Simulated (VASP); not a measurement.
Al2Au, 3 atoms in the cell. It takes space group Fm-3m (No. 225, cubic). The conventional cell has a = 6.005 Å, b = 6.005 Å, c = 6.005 Å, α = 90.00°, β = 90.00°, γ = 90.00°. Al (site symmetry -43m) has 4 Au at 2.60 Å and 6 Al at 3.00 Å within 3.4 Å. Au (site symmetry m-3m) has 8 Al at 2.60 Å within 3.4 Å. 

| Item | Value |
| --- | --- |
| Program | VASP 6.6.1 |
| Task | single point |
| Functional | PBEsol |
| Potentials or basis | VASP PAW PBE potentials, release 64 (Al, Au) |
| Cutoff | 500 eV |
| k mesh | 6 × 6 × 6 |
| Occupations | gaussian, width 0.1 eV |
| Spin | no spin polarisation |
| Dipole correction | no |
| Further INCAR settings | ALGO = Normal; EDIFF = 1e-06; NBANDS = 16 |

Potentials or basis: VASP PAW PBE potentials, release 64 (Al, Au).

Run with:

```bash
$ cat potpaw_PBE.64/Al/POTCAR potpaw_PBE.64/Au/POTCAR > POTCAR
$ mpirun -np 1 vasp_std > vasp.out
```

Hardware: 1 thread of Intel(R) Xeon(R) Platinum 8375C CPU @ 2.90GHz (Ice Lake) (shared host).

Problem. Estimate the wall time of this run.

Solution. Wall time 11 s on 1 thread of Intel(R) Xeon(R) Platinum 8375C CPU @ 2.90GHz (Ice Lake), with other jobs on the host, peak memory 0.17 GiB. Counts: scf iterations 12, k points 16.
